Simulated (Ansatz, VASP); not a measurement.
# Two plane-wave programs on GaN

Contents of INCAR:

```
SYSTEM = GaN
  PREC = Accurate
  ENCUT = 520
  EDIFF = 1E-6
  ISMEAR = 0
  SIGMA = 0.05
  LREAL = .False.
  LASPH = .True.
  NELM = 60
  ALGO = Normal
  ISIF = 2
  LWAVE = .False.
  LCHARG = .False.
  GGA = PE
  NBANDS = 26
```

KPOINTS

```
regular mesh
0
Gamma
  12 12 6
  0 0 0
```

Contents of POSCAR:

```
GaN
1.0
    3.2625224630      0.0000000000      0.0000000000
   -1.6312612315      2.8254273334      0.0000000000
    0.0000000000      0.0000000000      5.1022672622
Ga N
2 2
Direct
    0.3333333333      0.6666666667      0.9991316875
    0.6666666667      0.3333333333      0.4991316875
    0.3333333333      0.6666666667      0.3758683125
    0.6666666667      0.3333333333      0.8758683125
```

Input for Ansatz:

```yaml
crystal:
  lattice:
    - [3.262522463, 0.0, 0.0]
    - [-1.6312612315, 2.8254273334, 0.0]
    - [0.0, 0.0, 5.1022672622]
  atoms:
    - { symbol: Ga, position: [0.3333333333, 0.6666666667, 0.9991316875] }
    - { symbol: Ga, position: [0.6666666667, 0.3333333333, 0.4991316875] }
    - { symbol: "N", position: [0.3333333333, 0.6666666667, 0.3758683125] }
    - { symbol: "N", position: [0.6666666667, 0.3333333333, 0.8758683125] }
basis:
  ecutwfc: 420
kpoints:
  mp_grid: { grid: [12, 12, 6] }
hamiltonian:
  xc: pbe
scf:
  occupations: { method: gaussian, width: 0.05 }
output:
  forces: true
  stress: true
  eigenvalues: true
  write_density: true
  write_potential: true
  elf: true
  volumetric_format: npy
```

Alike in both runs: task single point; functional PBE; k mesh 12 × 12 × 6; occupations gaussian, width 0.05 eV; no spin polarisation.

|  | VASP | Ansatz |
| --- | --- | --- |
| version | VASP 6.6.1 | Ansatz 0.2.0 |
| potentials or method | VASP PAW PBE potentials, release 64 (Ga_d, N), cutoff 520 eV | scalar-relativistic, plane waves, PAW |
| valence electrons in the cell | 36 | 36 |

|  | VASP | Ansatz | Ansatz less VASP |
| --- | --- | --- | --- |
| gap on the k mesh at the Fermi level (eV) | 1.72 | 1.71 | -0.006 |
| least direct gap on the mesh (eV) | 1.72 | 1.71 | -0.006 |
| pressure (GPa) | 0.5 | 0.4 | -0.11 |
| traceless stress, the component that is largest in VASP (GPa) | 9.82 | 9.84 | +0.021 |
| rms of the force components (eV/Å) | 0.244 | 0.250 | +0.0052 |

Atom by atom the forces differ by 0.005 eV/Å (rms over components). The functional is the same, so the differences come from potentials, cutoffs and numerics.
